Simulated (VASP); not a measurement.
Write the native input for VASP 6.6.1 that does the following.

| Property | Result |
| --- | --- |
| Task | single point |
| Functional | PBEsol |
| Potentials or basis | VASP PAW PBE potentials, release 64 (Zr_sv, O) |
| Cutoff | 520 eV |
| k mesh | 9 × 9 × 8 |
| Occupations | gaussian, width 0.15 eV |
| Spin | no spin polarisation |
| Dipole correction | no |
| Further INCAR settings | ALGO = Normal; EDIFF = 1e-07; NBANDS = 52 |

The structure of Zr3O lies in POSCAR:

```
Zr3O
1.0
    5.7786427719      0.0000000000      0.0000000000
   -2.8893213860      5.0044514399      0.0000000000
    0.0000000000      0.0000000000      4.8147651576
Zr O
6 2
Direct
    0.3394720281      0.0000000000      0.0000000000
    0.3394720281      0.3394720281      0.5000000000
    0.0000000000      0.3394720281      0.0000000000
    0.6605279719      0.0000000000      0.5000000000
    0.6605279719      0.6605279719      0.0000000000
    0.0000000000      0.6605279719      0.5000000000
    0.3333333333      0.6666666667      0.2500000000
    0.6666666667      0.3333333333      0.7500000000
```

This cell differs from its parent crystal: c/a of the conventional cell at fixed volume 0.8332.

These files were run (other wordings do the same):

INCAR

```
SYSTEM = Zr3O
  PREC = Accurate
  ENCUT = 520
  EDIFF = 1E-7
  ISMEAR = 0
  SIGMA = 0.15
  LREAL = .FALSE.
  LASPH = .TRUE.
  NELM = 60
  ALGO = Normal
  ISIF = 2
  LWAVE = .FALSE.
  LCHARG = .FALSE.
  GGA = PS
  NBANDS = 52
```

KPOINTS

```
regular mesh
0
G
  9 9 8
  0 0 0
```

Potentials or basis: VASP PAW PBE potentials, release 64 (Zr_sv, O).

Command:

```sh
$ cat potpaw_PBE.64/Zr_sv/POTCAR potpaw_PBE.64/O/POTCAR > POTCAR
$ mpirun -np 1 vasp_std > vasp.out
```

It gave:

```yaml
Pressure: 0.5 GPa
Largest_force: 0.133 eV/Å
Band_gap_on_the_k_mesh: zero (band 42 reaches 10.40 eV, above the bottom of band 43 at 9.61 eV)
```

Caveat: the PAW data sets were made with another functional, which shifts forces and pressure a little.

Run time: 9.7 min on 1 thread of Intel Xeon 6975P-C, on a shared host, peak memory 0.47 GiB.
